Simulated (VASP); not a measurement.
# EuPt3 in VASP: notebook

EuPt3 is run at these levels: PBEsol; tasks: single point.

Everything below comes from runs of VASP 6.6.1. Logs are shortened: lines on timing, memory, paths and dates and some standing lists are left out, and cuts for length are marked.

**1. The cell of the first run**

The structure is orthorhombic, space group Immm (No. 71). The conventional cell has a = 4.579 Å, b = 4.718 Å, c = 6.574 Å, α = 90.00°, β = 90.00°, γ = 90.00°. Eu (site symmetry mmm) has 14 Pt at 2.82 to 3.29 Å within 3.7 Å. Pt (site symmetry mmm) has 8 Pt at 2.82 to 2.88 Å and 6 Eu at 3.29 Å within 3.7 Å. Within 3.7 Å of Pt (site symmetry mm2) lie 4 Eu at 2.82 to 2.88 Å and 10 Pt at 2.82 to 3.29 Å.

**2. Single point, PBEsol, collinear spin, ferromagnetic start**

Input file INCAR:

```
SYSTEM = EuPt3
PREC = Accurate ; ENCUT = 520
EDIFF = 1E-6 ; ISMEAR = 0
SIGMA = 0.05 ; LREAL = .False.
LASPH = .True. ; NELM = 150
ALGO = Normal ; ISIF = 2
LWAVE = .False. ; LCHARG = .False.
ISPIN = 2 ; MAGMOM = 7.02 0 0 0
LORBIT = 11 ; LMAXMIX = 6
GGA = PS ; NBANDS = 36
```

Input file KPOINTS:

```
Automatic mesh
0
Gamma
  8 8 8
  0 0 0
```

Input file POSCAR:

```
EuPt3
1.0
    0.0493069112      3.2871274156      3.2871274156
    3.3364343268      0.0000000000      3.3364343268
    3.2871274156      3.2871274156      0.0493069112
Eu Pt
1 3
Direct
    0.0000000000      0.0000000000      0.0000000000
    0.5000000000      0.5000000000      0.5000000000
    0.2500000000      0.2500000000      0.2500000000
    0.7500000000      0.7500000000      0.7500000000
```

Potentials or basis: VASP PAW PBE potentials, release 64 (Eu, Pt).

Started as:

```sh
$ cat potpaw_PBE.64/Eu/POTCAR potpaw_PBE.64/Pt/POTCAR > POTCAR
$ mpirun -np 1 vasp_std > vasp.out
```

OUTCAR:

```text
SYSTEM = EuPt3
   PREC = Accurate
   ENCUT = 520
   EDIFF = 1E-6
   ISMEAR = 0
   LREAL = .False.
   LASPH = .True.
   NELM = 150
   ISIF = 2
   ISPIN = 2
   LORBIT = 11
   GGA = PS

 ion  position               nearest neighbor table
   1  0.000  0.000  0.000-   4 2.82   4 2.82   3 2.82   3 2.82   4 2.88   4 2.88   3 2.88   3 2.88
                             2 3.29   2 3.29   2 3.29   2 3.29   2 3.29   2 3.29
   2  0.500  0.500  0.500-   3 2.82   3 2.82   4 2.82   4 2.82   4 2.88   3 2.88   4 2.88   3 2.88
                             1 3.29   1 3.29   1 3.29   1 3.29   1 3.29   1 3.29
   3  0.250  0.250  0.250-   1 2.82   1 2.82   2 2.82   2 2.82   2 2.88   1 2.88   2 2.88   1 2.88
                             4 3.29   4 3.29   4 3.29   4 3.29   4 3.29   4 3.29
   4  0.750  0.750  0.750-   2 2.82   2 2.82   1 2.82   1 2.82   2 2.88   2 2.88   1 2.88   1 2.88
                             3 3.29   3 3.29   3 3.29   3 3.29   3 3.29   3 3.29

  LATTYP: Found a body centered orthorhombic cell.
 ALAT       =     4.5789696699
 B/A-ratio  =     1.0304568528
 C/A-ratio  =     1.4357498095

  Lattice vectors:

 A1 = (   0.0493069112,  -3.2871274156,   3.2871274156)
 A2 = (  -0.0493069112,  -3.2871274156,  -3.2871274156)
 A3 = (   3.2871274156,   3.2871274156,   0.0493069112)

Analysis of symmetry for initial positions (statically):
=====================================================================
 Subroutine PRICEL returns:
 Original cell was already a primitive cell.

 Routine SETGRP: Setting up the symmetry group for a
 body centered orthorhombic supercell.

 Subroutine GETGRP returns: Found  8 space group operations
 (whereof  8 operations were pure point group operations)
 out of a pool of  8 trial point group operations.

The static configuration has the point symmetry D_2h.

Analysis of symmetry for dynamics (positions and initial velocities):
=====================================================================
 Subroutine PRICEL returns:
 Original cell was already a primitive cell.

 Routine SETGRP: Setting up the symmetry group for a
 body centered orthorhombic supercell.

 Subroutine GETGRP returns: Found  8 space group operations
 (whereof  8 operations were pure point group operations)
 out of a pool of  8 trial point group operations.

The dynamic configuration has the point symmetry D_2h.

Analysis of structural, dynamic, and magnetic symmetry:
=====================================================================
 Subroutine PRICEL returns:
 Original cell was already a primitive cell.

 Routine SETGRP: Setting up the symmetry group for a
 body centered orthorhombic supercell.

 Subroutine GETGRP returns: Found  8 space group operations
 (whereof  8 operations were pure point group operations)
 out of a pool of  8 trial point group operations.

The overall configuration has the point symmetry D_2h.

 Subroutine INISYM returns: Found  8 space group operations
 (whereof  8 operations are pure point group operations),
 and found     1 'primitive' translations

----------------------------------------------------------------------------------------

                                     Primitive cell

  volume of cell :      71.0202

  direct lattice vectors                    reciprocal lattice vectors
     0.049306911  3.287127416  3.287127416    -0.154424867  0.152108494  0.154424867
     3.336434327  0.000000000  3.336434327     0.149860585 -0.152108494  0.149860585
     3.287127416  3.287127416  0.049306911     0.154424867  0.152108494 -0.154424867

  length of vectors
     4.648961654  4.718430675  4.648961654     0.266141077  0.260870435  0.266141077

  position of ions in fractional coordinates (direct lattice)
     0.000000000  0.000000000  0.000000000
     0.500000000  0.500000000  0.500000000
     0.250000000  0.250000000  0.250000000
     0.750000000  0.750000000  0.750000000

  ion indices of the primitive-cell ions
   primitive index   ion index
                 1           1
                 2           2
                 3           3
                 4           4

----------------------------------------------------------------------------------------

 KPOINTS: Automatic mesh

Automatic generation of k-mesh.
 Grid dimensions read from file:
 generate k-points for:    8    8    8

 Generating k-lattice:

  Cartesian coordinates                     Fractional coordinates (reciprocal lattice)
    -0.019303108  0.019013562  0.019303108     0.125000000  0.000000000  0.000000000
     0.018732573 -0.019013562  0.018732573    -0.000000000  0.125000000 -0.000000000
     0.019303108  0.019013562 -0.019303108     0.000000000  0.000000000  0.125000000

  Length of vectors
     0.033267635  0.032608804  0.033267635

  Shift w.r.t. Gamma in fractional coordinates (k-lattice)
     0.000000000  0.000000000  0.000000000

 Subroutine IBZKPT returns following result:
 ===========================================

 Found     95 irreducible k-points:

 Following reciprocal coordinates:
            Coordinates               Weight
  0.000000  0.000000  0.000000      1.000000
  0.125000  0.000000  0.000000      4.000000
  0.250000  0.000000  0.000000      4.000000
  0.375000  0.000000 -0.000000      4.000000
  0.500000  0.000000  0.000000      2.000000
 -0.000000  0.125000 -0.000000      4.000000
[... 16 lines left out ...]
  0.125000  0.375000 -0.000000      8.000000
  0.250000  0.375000 -0.000000      8.000000
 [... further k-points ...]
   k-points           NKPTS =     95   k-points in BZ     NKDIM =     95   number of bands    NBANDS=     36
   number of dos      NEDOS =    301   number of ions     NIONS =      4
   total plane-waves  NPLWV =  46656
   dimension x,y,z NGX =    36 NGY =   36 NGZ =   36
   dimension x,y,z NGXF=    72 NGYF=   72 NGZF=   72
   ions per type =               1   3
   NGX,Y,Z   is equivalent  to a cutoff of  12.87, 12.68, 12.87 a.u.
   NGXF,Y,Z  is equivalent  to a cutoff of  25.75, 25.37, 25.75 a.u.
 SYSTEM =  EuPt3
   PREC   = accura    normal or accurate (medium, high low for compatibility)
   ISTART =      0    job   : 0-new  1-cont  2-samecut
   ICHARG =      2    charge: 1-file 2-atom 10-const
   ISPIN  =      2    spin polarized calculation?
   LNONCOLLINEAR =      F non collinear calculations
   LSORBIT =      F    spin-orbit coupling
   LASPH  =      T    aspherical Exc in radial PAW
   ENCUT  =  520.0 eV  38.22 Ry    6.18 a.u.   8.64  8.77  8.64*2*pi/ulx,y,z
   NELM   =    150;   NELMIN=  2; NELMDL= -5     # of ELM steps
   EDIFF  = 0.1E-05   stopping-criterion for ELM
   LREAL  =      F    real-space projection
[... 7 lines left out ...]
   TEBEG  =    0.0;   TEEND  =   0.0 temperature during run
   PSTRESS=    0.0 pullay stress
   NELECT =      47.0000    total number of electrons
   NUPDOWN=      -1.0000    fix difference up-down
   EMIN   =  10.00;   EMAX   =-10.00  energy-range for DOS
   EFERMI =   0.00;   METHOD = LEGACY
   ISMEAR =     0;   SIGMA  =   0.05  broadening in eV -4-tet -1-fermi 0-gaus
   EFERMI_NEDOS =   21; number of points for ismear=-14 and -15
   IALGO  =     38    algorithm
   IMIX   =      4    mixing-type and parameters
     AMIX     =   0.40;   BMIX     =  1.00
     AMIX_MAG =   1.60;   BMIX_MAG =  1.00
  volume/ion in A,a.u.               =      17.76       119.82
  Fermi-wavevector in a.u.,A,eV,Ry     =   1.426637  2.695953 27.691845  2.035293
  Thomas-Fermi vector in A             =   2.546893
   LORBIT       =     11    0 simple, 1 ext, 2 COOP (PROOUT), +10 PAW based schemes
   GGA     = PS    functional components
   LHFCALC =     F    Hartree Fock is set to
   AEXX    =    0.0000 exact exchange contribution
   IVDW    =     0    specifies the selected vdW correction
   LEPSILON=     F    determine dielectric tensor
   LRPA    =     F    only Hartree local field effects (RPA)
 spin polarized calculation
 Gauss-broadening in eV      SIGMA  =   0.05
  energy-cutoff  :      520.00
  volume of cell :       71.02
 maximum number of plane-waves:      1930
   NGX = 17   NGY = 17   NGZ = 17

 number of electron      46.9999999 magnetization       6.5283468

 Free energy of the ion-electron system (eV)
  ---------------------------------------------------
  ext. energy  EPLUGINS =         0.00000000
  ---------------------------------------------------
  free energy    TOTEN  =       -34.10248707 eV

  energy without entropy =      -34.09355744  energy(sigma->0) =      -34.09802226

 E-fermi :   7.9283     XC(G=0): -12.7939

 val. band max:        7.9266718362   @ k =  -0.3750   0.0000   0.3750
 cond. band min:       7.9290591297   @ k =   0.5000   0.3750   0.1250
 fundamental gap:      0.0023872936
 Fermi energy:         7.9283031885

 spin component 1

 k-point     1 :       0.0000    0.0000    0.0000
  band No.  band energies     occupation
      1     -32.8033      1.00000
      2     -11.6292      1.00000
      3     -11.6042      1.00000
      4     -11.5764      1.00000
      5      -0.1148      1.00000
      6       2.6855      1.00000
[... 27 lines left out ...]
     34      14.6620      0.00000
     35      15.1424      0.00000

 k-point     2 :       0.1250    0.0000    0.0000
  band No.  band energies     occupation
      1     -32.8024      1.00000
      2     -11.6422      1.00000
      3     -11.6077      1.00000
      4     -11.5770      1.00000
      5       0.1484      1.00000
      6       2.8242      1.00000
[... 27 lines left out ...]
     34      14.1880      0.00000
     35      15.8854      0.00000
[... 796 lines left out ...]
     34      14.1597      0.00000
     35      15.9041      0.00000

 k-point    24 :       0.2500    0.3750   -0.0000
  band No.  band energies     occupation
      1     -32.7981      1.00000
      2     -11.6871      1.00000
      3     -11.6114      1.00000
      4     -11.5952      1.00000
      5       1.7883      1.00000
      6       2.8212      1.00000
[... 27 lines left out ...]
     34      14.7216      0.00000
     35      15.3165      0.00000

 [... further k-points ...]

 spin component 2

 k-point     1 :       0.0000    0.0000    0.0000
  band No.  band energies     occupation
      1     -29.9252      1.00000
      2      -9.5952      1.00000
      3      -9.5706      1.00000
      4      -9.5421      1.00000
      5       0.0576      1.00000
      6       2.7538      1.00000
[... 27 lines left out ...]
     34      14.8551      0.00000
     35      15.6138      0.00000

 k-point     2 :       0.1250    0.0000    0.0000
  band No.  band energies     occupation
      1     -29.9239      1.00000
      2      -9.6151      1.00000
      3      -9.5752      1.00000
      4      -9.5430      1.00000
      5       0.3330      1.00000
      6       2.8941      1.00000
[... 27 lines left out ...]
     34      14.5591      0.00000
     35      16.4409      0.00000
[... 796 lines left out ...]
     34      14.7058      0.00000
     35      16.5958      0.00000

 k-point    24 :       0.2500    0.3750   -0.0000
  band No.  band energies     occupation
      1     -29.9178      1.00000
      2      -9.6869      1.00000
      3      -9.5801      1.00000
      4      -9.5612      1.00000
      5       2.0008      1.00000
      6       2.9070      1.00000
[... 27 lines left out ...]
     34      15.4260      0.00000
     35      15.9709      0.00000

 [... further k-points ...]

 [bands above 35 left out]

------------------------ aborting loop because EDIFF is reached ----------------------------------------

  FORCE on cell =-STRESS in cart. coord.  units (eV):
  Direction    XX          YY          ZZ          XY          YZ          ZX
  --------------------------------------------------------------------------------------
  -------------------------------------------------------------------------------------
  Total        0.0388629      0.0777339      0.0388629      0.0000000      0.0000000     -0.7994636
  in kB        0.8767267      1.7536357      0.8767267      0.0000000      0.0000000    -18.0354660
  external PRESSURE =       1.1690297 kB  Pullay stress =       0.0000000 kB

 VOLUME and BASIS-vectors are now :
 -----------------------------------------------------------------------------
  energy-cutoff  :      520.00
  volume of cell :       71.02
      direct lattice vectors                 reciprocal lattice vectors
     0.049306911  3.287127416  3.287127416    -0.154424867  0.152108494  0.154424867
     3.336434327  0.000000000  3.336434327     0.149860585 -0.152108494  0.149860585
     3.287127416  3.287127416  0.049306911     0.154424867  0.152108494 -0.154424867

 POSITION                                       TOTAL-FORCE (eV/Angst)
 -----------------------------------------------------------------------------------
      0.00000      0.00000      0.00000         0.000000     -0.000000      0.000000
      3.33643      3.28713      3.33643        -0.000000     -0.000000      0.000000
      1.66822      1.64356      1.66822         0.000000     -0.086843     -0.000000
      5.00465      4.93069      5.00465         0.000000      0.086843     -0.000000
 -----------------------------------------------------------------------------------
    total drift:                               -0.000000      0.000000      0.000000

  FREE ENERGIE OF THE ION-ELECTRON SYSTEM (eV)
  ---------------------------------------------------
  free  energy   TOTEN  =       -34.1024870692 eV

  energy  without entropy=      -34.0935574429  energy(sigma->0) =      -34.09802226

 total charge

# of ion       s       p       d       f       tot
--------------------------------------------------
    1        2.079   5.715   0.634   6.394  14.823
    2        0.627   0.442   8.088   0.000   9.157
    3        0.660   0.391   8.194   0.000   9.245
    4        0.660   0.391   8.194   0.000   9.245
--------------------------------------------------
tot          4.026   6.940  25.110   6.394  42.471

 magnetization (x)

# of ion       s       p       d       f       tot
--------------------------------------------------
    1       -0.001  -0.076   0.109   6.267   6.299
    2        0.009   0.008  -0.011   0.000   0.006
    3        0.015   0.026  -0.067   0.000  -0.026
    4        0.015   0.026  -0.067   0.000  -0.026
--------------------------------------------------
tot          0.038  -0.016  -0.036   6.267   6.253
```

Wall time 14 min (1 thread of AMD EPYC 9R14 (Zen 4), shared host); peak memory 0.5 GiB.

Results:

```
Free energy                                           : -34.1025 eV
Pressure                                              : 0.1 GPa
Largest force                                         : 0.087 eV/Å
Net moment                                            : 6.53 μB per cell
Site moments                                          : Eu +6.30; Pt +0.01, -0.03 (each value once) μB
Valence electrons inside the program's atomic spheres : Eu 14.82; Pt 9.16, 9.24 (each value once)
```

Forces in eV/Å, atoms in the order of the input:
```
Eu   0.000  0.000  0.000
Pt   0.000  0.000  0.000
Pt   0.000 -0.087  0.000
Pt   0.000  0.087  0.000
```

Levels at points of the mesh, in eV from the Fermi level:
Spin up:
| k point | band 23 | band 24 | band 25 | band 26 | band 27 | band 28 | band 29 | band 30 | band 31 | band 32 |
| --- | --- | --- | --- | --- | --- | --- | --- | --- | --- | --- |
| (0.00, 0.00, 0.00) | -0.42 | -0.42 | -0.40 | -0.40 | -0.40 | 3.01 | 3.15 | 3.34 | 3.79 | 6.05 |
| (0.50, 0.00, 0.00) | -0.32 | -0.27 | -0.26 | 0.04 | 0.07 | 0.58 | 2.13 | 2.22 | 4.47 | 4.91 |
| (0.00, 0.50, 0.00) | -0.31 | -0.28 | -0.26 | 0.04 | 0.08 | 0.46 | 2.22 | 2.30 | 4.52 | 4.91 |
| (0.50, 0.50, 0.00) | -0.28 | -0.22 | -0.15 | -0.15 | -0.02 | 0.19 | 1.46 | 1.76 | 1.76 | 4.99 |
| (0.50, 0.00, 0.50) | -0.28 | -0.22 | -0.15 | -0.15 | -0.02 | 0.19 | 1.46 | 1.55 | 1.96 | 5.00 |
Spin down:
```csv
k point,band 16,band 17,band 18,band 19,band 20,band 21,band 22,band 23,band 24,band 25
"(0.00, 0.00, 0.00)",-1.89,-1.02,-1.01,-0.89,-0.89,2.29,3.35,3.50,3.70,3.84
"(0.50, 0.00, 0.00)",-2.99,-1.28,-1.19,-0.62,-0.57,0.26,2.48,2.55,3.30,4.18
"(0.00, 0.50, 0.00)",-2.95,-1.20,-1.10,-0.59,-0.52,0.11,2.58,2.64,3.34,4.18
"(0.50, 0.50, 0.00)",-1.38,-1.03,-1.02,-0.94,-0.21,-0.18,1.71,1.87,1.87,4.06
"(0.50, 0.00, 0.50)",-1.39,-1.02,-1.02,-0.95,-0.20,-0.19,1.67,1.71,2.06,4.05
```

Caveat: the PAW data sets were made with another functional, which shifts forces and pressure a little; spin-orbit coupling is left out, which moves the levels of the heavy elements; semilocal functionals describe open f shells poorly, which spoils levels, moments and volumes.

**3. Single point, PBEsol, collinear spin, ferromagnetic start (18.30 Å³/atom)**

This run uses another cell than the first one, of 18.30 Å³/atom.

Input file INCAR:

```
ALGO = Normal
EDIFF = 1E-6
ENCUT = 520
GGA = PS
ISIF = 2
ISMEAR = 0
ISPIN = 2
LASPH = True
LCHARG = False
LMAXMIX = 6
LORBIT = 11
LREAL = False
LWAVE = False
MAGMOM = 7.09 0 0 0
NBANDS = 36
NELM = 150
PREC = Accurate
SIGMA = 0.05
```

Input file KPOINTS:

```
k-points
0
Gamma
  8 8 8
```

Input file POSCAR:

```
EuPt3
1.0
    0.0000000000      3.3202610236      3.3202610236
    3.3202610236      0.0000000000      3.3202610236
    3.3202610236      3.3202610236      0.0000000000
Eu Pt
1 3
Direct
    0.0000000000      0.0000000000      0.0000000000
    0.5000000000      0.5000000000      0.5000000000
    0.2500000000      0.2500000000      0.2500000000
    0.7500000000      0.7500000000      0.7500000000
```

Potentials or basis: VASP PAW PBE potentials, release 64 (Eu, Pt).

Started as:

```sh
$ cat potpaw_PBE.64/Eu/POTCAR potpaw_PBE.64/Pt/POTCAR > POTCAR
$ mpirun -np 1 vasp_std > vasp.out
```

It took 6 min on 1 thread of AMD EPYC 9R14 (Zen 4), shared host; peak memory 0.3 GiB.

Results (log left out):

```yaml
Free_energy: -34.0840 eV
Pressure: -4.5 GPa
Net_moment: 6.54 μB per cell
Site_moments: Eu +6.30; Pt +0.01, -0.03 (each value once) μB
Valence_electrons_inside_the_program's_atomic_spheres: Eu 14.78; Pt 9.10, 9.20 (each value once)
```

Levels at points of the mesh, in eV from the Fermi level:
Spin up:
```
           k point  band 24  band 25  band 26  band 27  band 28  band 29  band 30  band 31
(0.00, 0.00, 0.00)    -0.41    -0.38    -0.38    -0.38     3.11     3.11     3.11     3.66
(0.50, 0.00, 0.00)    -0.26    -0.26     0.05     0.05     0.47     2.21     2.21     4.46
(0.50, 0.50, 0.00)    -0.21    -0.14    -0.14    -0.02     0.18     1.43     1.73     1.73
```
Spin down:
```tsv
k point	band 18	band 19	band 20	band 21	band 22	band 23
(0.00, 0.00, 0.00)	-0.98	-0.84	-0.84	2.28	3.47	3.47
(0.50, 0.00, 0.00)	-1.14	-0.56	-0.56	0.16	2.56	2.56
(0.50, 0.50, 0.00)	-0.97	-0.90	-0.21	-0.19	1.67	1.84
```

Caveat: the cell stands under tension; the PAW data sets were made with another functional, which shifts forces and pressure a little; spin-orbit coupling is left out, which moves the levels of the heavy elements; semilocal functionals describe open f shells poorly, which spoils levels, moments and volumes. The state reached can hang on the start; a lower one may exist.

(Part 1 of 2 ends here.)
